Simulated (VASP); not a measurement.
Si4Cl:

```xyz
10
Lattice="5.8849 0.0000 0.0000 1.8774 5.7775 0.0000 1.3615 0.8739 6.8296" Properties=species:S:1:pos:R:3 pbc="T T T"
Si    3.4219    6.0241    2.4554
Si    5.2364    4.7201    5.9075
Si    6.9514    6.0498    4.9253
Si    3.3390    1.5724    1.5552
Si    3.4363    5.8514    4.8309
Si    5.0871    0.4504    2.6127
Si    5.0749    2.3641    6.0663
Si    3.8882    3.9024    1.4588
Cl    1.9090    2.0961    5.6647
Cl    5.9518    3.5516    2.0861
```

- Program: VASP 6.6.1
- Task: relaxation of cell and atoms
- Functional: PBE
- Potentials or basis: VASP PAW PBE potentials, release 64 (Si, Cl)
- Cutoff: 600 eV
- k mesh: 4 × 4 × 4
- Occupations: gaussian, width 0.1 eV
- Spin: no spin polarisation

At the start: pressure -0.2 GPa; volume 23.22 Å³/atom.

Where does the relaxation end?

Over 30 steps the energy falls by 18.0 meV/atom and the volume is 23.36 Å³/atom (+0.6 %); space group P1 (No. 1, to 0.1 Å) before and after.

Step by step:
```tsv
step	energy change (eV)	largest force (eV/Å)	pressure (GPa)	volume (Å³)
1	0.0000	0.2745	-0.19	232.20
2	-0.0144	0.2654	0.11	231.27
3	-0.0260	0.2782	0.71	229.50
4	-0.0337	0.2692	0.60	229.85
5	-0.0527	0.2546	0.29	230.92
6	-0.0712	0.2779	-0.30	233.04
7	-0.0878	0.2040	-0.19	232.78
8	-0.1078	0.3516	0.17	231.97
9	-0.1228	0.2776	0.06	232.38
10	-0.1310	0.2368	-0.09	232.99
11	-0.1449	0.1346	-0.08	232.69
12	-0.1486	0.1495	-0.05	232.43
13	-0.1533	0.1225	0.06	231.93
14	-0.1533	0.1207	0.07	231.89
15	-0.1578	0.0951	0.09	231.92
16	-0.1594	0.1544	0.12	231.96
17	-0.1632	0.1045	0.00	232.52
18	-0.1653	0.1216	-0.19	233.49
19	-0.1695	0.1046	0.02	232.97
20	-0.1704	0.1336	0.18	232.59
21	-0.1746	0.0812	-0.02	233.33
22	-0.1750	0.0869	-0.10	233.61
23	-0.1766	0.0772	0.03	233.25
24	-0.1766	0.0805	0.04	233.21
25	-0.1779	0.0479	0.03	233.31
26	-0.1782	0.0654	0.03	233.38
27	-0.1790	0.0427	-0.04	233.72
28	-0.1790	0.0459	-0.05	233.74
29	-0.1795	0.0439	0.03	233.57
30	-0.1795	0.0308	0.01	233.61
```

Final structure:
```
Si Cl
1.0
     5.84782   -0.10094    0.00381
     1.76973    5.61522    0.05332
     1.34454    0.89233    7.08527
Si Cl
8 2
Cartesian
  3.2633 5.7225 2.7056
  5.0510 4.5226 6.2156
  6.8431 5.8392 5.2734
  3.2750 1.4227 1.7252
  3.3275 5.6996 5.0653
  5.0810 0.4860 2.9194
  4.7190 2.2127 6.4676
  3.7924 3.7216 1.4942
  2.1609 2.1368 5.5770
  5.9304 3.5736 1.8361
```
